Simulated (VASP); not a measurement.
# Al3GaN4: single point with PBEsol

Al3GaN4:

```
Al Ga N
1.0
     4.31898   -0.24239   -0.24239
    -0.24239    4.31898   -0.24239
    -0.24239   -0.24239    4.31898
Al Ga N
3 1 4
Direct
  0.50000 0.50000 0.00000
  0.50000 0.00000 0.50000
  0.00000 0.50000 0.50000
  0.00000 0.00000 0.00000
  0.74471 0.74471 0.25529
  0.74471 0.25529 0.74471
  0.25529 0.74471 0.74471
  0.25529 0.25529 0.25529
```

| Property | Result |
| --- | --- |
| Program | VASP 6.6.1 |
| Task | single point |
| Functional | PBEsol |
| Potentials or basis | VASP PAW PBE potentials, release 64 (Al, Ga_d, N) |
| Cutoff | 520 eV |
| k mesh | 6 × 6 × 6 |
| Occupations | gaussian, width 0.05 eV |
| Spin | no spin polarisation |
| Dipole correction | no |
| Further INCAR settings | ALGO = Normal; EDIFF = 1e-06; NBANDS = 31 |

```
Pressure               : 26.7 GPa
Largest force          : 4.745 eV/Å
Band gap on the k mesh : 2.63 eV, direct
```

Forces on the atoms (eV/Å):
```
Al  -2.590 -2.590 -2.882
Al  -2.590 -2.882 -2.590
Al  -2.882 -2.590 -2.590
Ga  -2.677 -2.677 -2.677
N    2.650  2.650  2.910
N    2.650  2.910  2.650
N    2.910  2.650  2.650
N    2.530  2.530  2.530
```

Stress tensor (GPa, compression positive):
```
26.72 35.52 35.52
35.52 26.72 35.52
35.52 35.52 26.72
```

Levels at points of the mesh, in eV from the valence-band top:
```tsv
k point	band 19	band 20	band 21	band 22	band 23	band 24
(0.00, 0.00, 0.00)	-0.60	-0.60	0.00	2.63	2.63	2.70
(0.50, 0.00, 0.00)	-1.93	-1.05	-0.76	5.07	5.10	5.48
(0.50, 0.50, 0.00)	-1.27	-0.66	-0.45	6.39	6.99	7.19
(0.50, 0.50, 0.50)	-0.58	-0.58	-0.29	5.06	6.65	7.34
```

Run time: 39 s on 1 thread of Intel Xeon 6975P-C, on a shared host, peak memory 0.22 GiB.

Caveat: the PAW data sets were made with another functional, which shifts forces and pressure a little. A k mesh can miss the band edges.
